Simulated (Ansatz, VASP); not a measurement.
One calculation of GeW, two programs

The input INCAR:

```
PREC = Accurate ; ENCUT = 520
EDIFF = 1E-7 ; ISMEAR = -1
SIGMA = 0.05 ; LREAL = F
LASPH = T ; NELM = 60
ALGO = Normal ; ISIF = 2
LWAVE = F ; LCHARG = F
GGA = PE ; NBANDS = 21
```

File KPOINTS:

```
Automatic mesh
0
Gamma
  9 9 9
```

Contents of POSCAR:

```
GeW
1.0
    0.0000000000      2.6115298109      2.6115298109
    2.6115298109      0.0000000000      2.6115298109
    2.6115298109      2.6115298109      0.0000000000
Ge W
1 1
Direct
    0.5000000000      0.5000000000      0.5000000000
    0.0000000000      0.0000000000      0.0000000000
```

input.yaml

```yaml
crystal:
  lattice:
    - [0.0, 2.6115298109, 2.6115298109]
    - [2.6115298109, 0.0, 2.6115298109]
    - [2.6115298109, 2.6115298109, 0.0]
  atoms:
    - { symbol: Ge, position: [0.5, 0.5, 0.5] }
    - { symbol: W, position: [0.0, 0.0, 0.0] }
hamiltonian:
  xc: pbe
  pseudopotentials: { kind: paw, azcp: { folder: soft_1 } }
kpoints:
  mp_grid: { grid: [9, 9, 9] }
scf:
  occupations: { method: fermi_dirac, width: 0.05 }
output:
  forces: true
  stress: true
  eigenvalues: true
```

Alike in both runs: task single point; functional PBE; k mesh 9 × 9 × 9; occupations fermi-dirac, width 0.05 eV; no spin polarisation.

```csv
,VASP,Ansatz
version,VASP 6.6.1,Ansatz 0.2.0
potentials or method,"VASP PAW PBE potentials, release 64 (Ge_d, W_sv)",Ansatz PAW soft_1
plane-wave cutoff (eV),520,420
valence electrons in the cell,28,28
```

Ansatz gave:

* gap on the k mesh at the Fermi level (eV): none
* pressure (GPa): -6.0

Estimate VASP's values.

gap on the k mesh at the Fermi level (eV): none; pressure (GPa): -5.8.

A gap of «none» marks a metal or a gap that the smearing closes.

Neither program's run includes spin-orbit coupling.
